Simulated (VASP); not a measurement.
# KBr (P6_3/mmc) in VASP: a series of runs, part 2 of 2

VASP 6.6.1.

## (3) Single point, r2SCAN (37.18 Å³/atom)

This run uses another cell than the first one, of 37.18 Å³/atom.

POSCAR reads:

```
KBr
1.0
    4.6044427579      0.0000000000      0.0000000000
   -2.3022213790      3.9875643986      0.0000000000
    0.0000000000      0.0000000000      8.0994764815
K Br
2 2
Direct
    0.0000000000      0.0000000000      0.0000000000
    0.0000000000      0.0000000000      0.5000000000
    0.3333333333      0.6666666667      0.2500000000
    0.6666666667      0.3333333333      0.7500000000
```

INCAR.step1 reads:

```
  PREC = Accurate
  ENCUT = 520
  ISMEAR = 0
  SIGMA = 0.01
  LREAL = F
  LASPH = T
  NELM = 100
  NBANDS = 24
  GGA = PE
  ALGO = Normal
  EDIFF = 1E-4
  LWAVE = T
  LCHARG = F
```

INCAR.step2 reads:

```
  PREC = Accurate
  ENCUT = 520
  EDIFF = 1E-7
  ISMEAR = 0
  SIGMA = 0.01
  LREAL = F
  LASPH = T
  NELM = 100
  ALGO = Normal
  ISIF = 2
  LWAVE = F
  LCHARG = F
  METAGGA = R2SCAN
  LMIXTAU = T
  NBANDS = 24
  ISTART = 1
```

KPOINTS reads:

```
regular mesh
0
Gamma
  6 6 4
```

Potentials or basis: VASP PAW PBE potentials, release 64 (K_sv, Br).

Started as:

```
cat potpaw_PBE.64/K_sv/POTCAR potpaw_PBE.64/Br/POTCAR > POTCAR
cp INCAR.step1 INCAR
mpirun -np 1 vasp_std > vasp.out
cp INCAR.step2 INCAR
mpirun -np 1 vasp_std > vasp.out
```

OUTCAR:

```text
PREC = Accurate
   ENCUT = 520
   EDIFF = 1E-7
   ISMEAR = 0
   LREAL = F
   LASPH = T
   NELM = 100
   ISIF = 2
   METAGGA = R2SCAN
   ISTART = 1

 ion  position               nearest neighbor table
   1  0.000  0.000  0.000-
   2  0.000  0.000  0.500-
   3  0.333  0.667  0.250-
   4  0.667  0.333  0.750-

  LATTYP: Found a hexagonal cell.
[... 761 lines left out ...]

  FORCE on cell =-STRESS in cart. coord.  units (eV):
  Direction    XX          YY          ZZ          XY          YZ          ZX
  --------------------------------------------------------------------------------------
  -------------------------------------------------------------------------------------
  Total       -0.3631075     -0.3631075     -0.4337584      0.0000000      0.0000000      0.0000000
  in kB       -3.9120474     -3.9120474     -4.6732258      0.0000000      0.0000000      0.0000000
  external PRESSURE =      -4.1657735 kB  Pullay stress =       0.0000000 kB

 VOLUME and BASIS-vectors are now :
 -----------------------------------------------------------------------------
  energy-cutoff  :      520.00
  volume of cell :      148.71
      direct lattice vectors                 reciprocal lattice vectors
     4.604442758  0.000000000  0.000000000     0.217181547  0.125389824  0.000000000
    -2.302221379  3.987564399  0.000000000     0.000000000  0.250779649  0.000000000
     0.000000000  0.000000000  8.099476481     0.000000000  0.000000000  0.123464770

 POSITION                                       TOTAL-FORCE (eV/Angst)
 -----------------------------------------------------------------------------------
      0.00000      0.00000      0.00000        -0.000000      0.000000      0.000000
      0.00000      0.00000      4.04974        -0.000000      0.000000      0.000000
     -0.00000      2.65838      2.02487        -0.000000      0.000000      0.000000
      2.30222      1.32919      6.07461         0.000000     -0.000000     -0.000000
 -----------------------------------------------------------------------------------
    total drift:                               -0.000000      0.000000     -0.000000

  FREE ENERGIE OF THE ION-ELECTRON SYSTEM (eV)
  ---------------------------------------------------
  free  energy   TOTEN  =       -46.3888490926 eV

  energy  without entropy=      -46.3888490926  energy(sigma->0) =      -46.38884909
```

OSZICAR.step1:

```text
N       E                     dE             d eps       ncg     rms          rms(c)
DAV:   1     0.226353243299E+03    0.22635E+03   -0.13842E+04  1008   0.116E+03
DAV:   2     0.617320517900E+01   -0.22018E+03   -0.20950E+03  1208   0.290E+02
DAV:   3    -0.123041756960E+02   -0.18477E+02   -0.18396E+02  1680   0.731E+01
DAV:   4    -0.127059705812E+02   -0.40179E+00   -0.40091E+00  1456   0.107E+01
DAV:   5    -0.127210386840E+02   -0.15068E-01   -0.15068E-01  1496   0.159E+00    0.416E+00
DAV:   6    -0.123528945859E+02    0.36814E+00   -0.57647E-01  1224   0.287E+00    0.300E+00
DAV:   7    -0.123255741032E+02    0.27320E-01   -0.32862E-01  1248   0.237E+00    0.145E+00
DAV:   8    -0.123449621708E+02   -0.19388E-01   -0.54252E-02  1384   0.120E+00    0.269E-01
DAV:   9    -0.123451025919E+02   -0.14042E-03   -0.10408E-03  1336   0.163E-01    0.169E-01
DAV:  10    -0.123466117146E+02   -0.15091E-02   -0.26473E-03  1136   0.241E-01    0.714E-02
DAV:  11    -0.123466062128E+02    0.55018E-05   -0.61596E-05   976   0.451E-02
   1 F= -.12346606E+02 E0= -.12346606E+02  d E =-.166016E-23
```

Wall time 2.8 min (1 thread of Intel Xeon 6975P-C (Granite Rapids), shared host); peak memory 0.32 GiB.

Results:

```
Free energy            : -46.3888 eV
Pressure               : -0.4 GPa
Band gap on the k mesh : 4.92 eV
```

Levels at points of the mesh, in eV from the valence-band top:
```csv
k point,band 13,band 14,band 15,band 16,band 17,band 18,band 19,band 20
"(0.00, 0.00, 0.00)",-0.25,-0.18,0.00,0.00,4.92,7.07,7.24,8.50
"(0.50, 0.00, 0.00)",-0.54,-0.54,-0.33,-0.26,6.63,7.34,7.55,8.35
"(0.00, 0.00, 0.50)",-0.13,-0.13,-0.13,-0.13,6.09,6.09,7.82,7.82
"(0.50, 0.00, 0.50)",-0.45,-0.45,-0.29,-0.29,7.23,7.23,7.39,7.39
```

Caveat: the PAW data sets were made with another functional, which shifts forces and pressure a little.

## (4) Single point, r2SCAN (38.26 Å³/atom)

This run uses another cell than the first one, of 38.26 Å³/atom.

POSCAR reads:

```
KBr
1.0
    4.6487189621      0.0000000000      0.0000000000
   -2.3243594811      4.0259087163      0.0000000000
    0.0000000000      0.0000000000      8.1773608409
K Br
2 2
Direct
    0.0000000000      0.0000000000      0.0000000000
    0.0000000000      0.0000000000      0.5000000000
    0.3333333333      0.6666666667      0.2500000000
    0.6666666667      0.3333333333      0.7500000000
```

INCAR.step1 reads:

```
  PREC = Accurate
  ENCUT = 520
  ISMEAR = 0
  SIGMA = 0.01
  LREAL = False
  LASPH = True
  NELM = 80
  NBANDS = 24
  GGA = PE
  ALGO = Normal
  EDIFF = 1E-4
  LWAVE = True
  LCHARG = False
```

INCAR.step2 reads:

```
  PREC = Accurate
  ENCUT = 520
  EDIFF = 1E-6
  ISMEAR = 0
  SIGMA = 0.01
  LREAL = False
  LASPH = True
  NELM = 80
  ALGO = Normal
  ISIF = 2
  LWAVE = False
  LCHARG = False
  METAGGA = R2SCAN
  LMIXTAU = True
  NBANDS = 24
  ISTART = 1
```

KPOINTS is that of step 3.

Started as:

```
cat potpaw_PBE.64/K_sv/POTCAR potpaw_PBE.64/Br/POTCAR > POTCAR
cp INCAR.step1 INCAR
mpirun -np 1 vasp_std > vasp.out
cp INCAR.step2 INCAR
mpirun -np 1 vasp_std > vasp.out
```

Run time: 2.1 min. Hardware: 1 thread of Intel Xeon 6975P-C (Granite Rapids), shared host; peak memory 0.33 GiB.

Results (log left out):

```
Free energy            : -46.3731 eV
Pressure               : -0.8 GPa
Band gap on the k mesh : 4.84 eV
```

Stress tensor (GPa, compression positive):
```
-0.75  0.00  0.00
 0.00 -0.75  0.00
 0.00  0.00 -0.87
```

Levels at points of the mesh, in eV from the valence-band top:
| k point | band 13 | band 14 | band 15 | band 16 | band 17 | band 18 | band 19 | band 20 |
| --- | --- | --- | --- | --- | --- | --- | --- | --- |
| (0.00, 0.00, 0.00) | -0.23 | -0.17 | 0.00 | 0.00 | 4.84 | 7.01 | 7.25 | 8.49 |
| (0.50, 0.00, 0.00) | -0.52 | -0.51 | -0.31 | -0.25 | 6.65 | 7.26 | 7.51 | 8.22 |
| (0.00, 0.00, 0.50) | -0.12 | -0.12 | -0.12 | -0.12 | 5.99 | 5.99 | 7.79 | 7.79 |
| (0.50, 0.00, 0.50) | -0.43 | -0.43 | -0.28 | -0.28 | 7.23 | 7.23 | 7.31 | 7.31 |

Caveat: the PAW data sets were made with another functional, which shifts forces and pressure a little. A k mesh can miss the band edges.

## (5) Overview

| cell | gap on the mesh (eV) | pressure (GPa) |
| --- | --- | --- |
| a = 4.559, b = 4.559, c = 8.020 Å, angles 90.0, 90.0, 120.0°, 4 atoms | 5.00 | 0.0 |
| a = 4.604, b = 4.604, c = 8.099 Å, angles 90.0, 90.0, 120.0°, 4 atoms | 4.92 | -0.4 |
| a = 4.649, b = 4.649, c = 8.177 Å, angles 90.0, 90.0, 120.0°, 4 atoms | 4.84 | -0.8 |

Alike in all rows: task single point; level r2SCAN; potentials or basis VASP PAW PBE potentials, release 64 (K_sv, Br); no spin polarisation; k mesh 6 × 6 × 4; cutoff (eV) 520; smearing gaussian 0.01 eV.

Caveats: the PAW data sets were made with another functional, which shifts forces and pressure a little.

Absolute energies hang on the potentials; compare differences alone.
